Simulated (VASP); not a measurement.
Write the native input for VASP 6.6.1 that does the following.

```
Task                   : single point
Functional             : LDA
Potentials or basis    : VASP PAW LDA potentials, release 64 (Rb_sv, Br)
Cutoff                 : 500 eV
k mesh                 : 6 × 6 × 6
Occupations            : gaussian, width 0.01 eV
Spin                   : no spin polarisation
Dipole correction      : no
Further INCAR settings : ALGO = Normal; EDIFF = 1e-06; NBANDS = 15
```

The structure of RbBr lies in POSCAR:

```
RbBr
1.0
    4.1803737134      0.0000000000      0.0000000000
    0.0000000000      4.1803737134      0.0000000000
    0.0000000000      0.0000000000      4.1803737134
Rb Br
1 1
Direct
    0.0000000000      0.0000000000      0.0000000000
    0.5000000000      0.5000000000      0.5000000000
```

These files were run (other wordings do the same):

INCAR

```
PREC = Accurate
ENCUT = 500
EDIFF = 1E-6
ISMEAR = 0
SIGMA = 0.01
LREAL = F
LASPH = T
NELM = 120
ALGO = Normal
ISIF = 2
LWAVE = F
LCHARG = F
NBANDS = 15
GGA_COMPAT = F
```

KPOINTS

```
regular mesh
0
Gamma
  6 6 6
```

Potentials or basis: VASP PAW LDA potentials, release 64 (Rb_sv, Br).

The run is started by

```sh
$ cat potpaw_LDA.64/Rb_sv/POTCAR potpaw_LDA.64/Br/POTCAR > POTCAR
$ mpirun -np 1 vasp_std > vasp.out
```

It gave:

```json
{
  "Pressure": "-2.4 GPa",
  "Band gap on the k mesh": "3.56 eV (least direct gap 3.72 eV)"
}
```

It took 13 s on 1 thread of Intel(R) Xeon(R) Platinum 8488C (Sapphire Rapids), on a shared host, peak memory 0.15 GiB.
